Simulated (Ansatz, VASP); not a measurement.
Al2Ru in VASP and in Ansatz

```
Al Ru
1.0
     0.00000    3.98951    4.39145
     2.35336    0.00000    4.39145
     2.35336    3.98951    0.00000
Al Ru
4 2
Direct
  0.07905 0.42095 0.07905
  0.42095 0.07905 0.42095
  0.17095 0.82905 0.17095
  0.82905 0.17095 0.82905
  0.75000 0.75000 0.75000
  0.50000 0.50000 0.50000
```

Alike in both runs: functional r2SCAN; k mesh 10 × 10 × 10; occupations gaussian, width 0.01 eV; no spin polarisation.

Ansatz relaxed the structure, and its values are those at the end. VASP's run is a single point on that final structure, the one shown.

```csv
,VASP,Ansatz
version,VASP 6.6.1,Ansatz 0.2.0
potentials or method,"VASP PAW PBE potentials, release 64 (Al, Ru_pv), cutoff 520 eV","scalar-relativistic, plane waves, PAW"
valence electrons in the cell,40,44
```

Ansatz gave:

| Property | Result |
| --- | --- |
| gap on the k mesh at the Fermi level (eV) | 0.18 |
| least direct gap on the mesh (eV) | 1.37 |
| pressure (GPa) | 0.0 |

Estimate VASP's values.

gap on the k mesh at the Fermi level (eV): 0.18; least direct gap on the mesh (eV): 1.37; pressure (GPa): -0.1.

VASP's potentials were made for PBE, not for r2SCAN. VASP's potentials hold 40 valence electrons a cell and Ansatz's 44, so a difference there can come from the potentials and not from the codes.
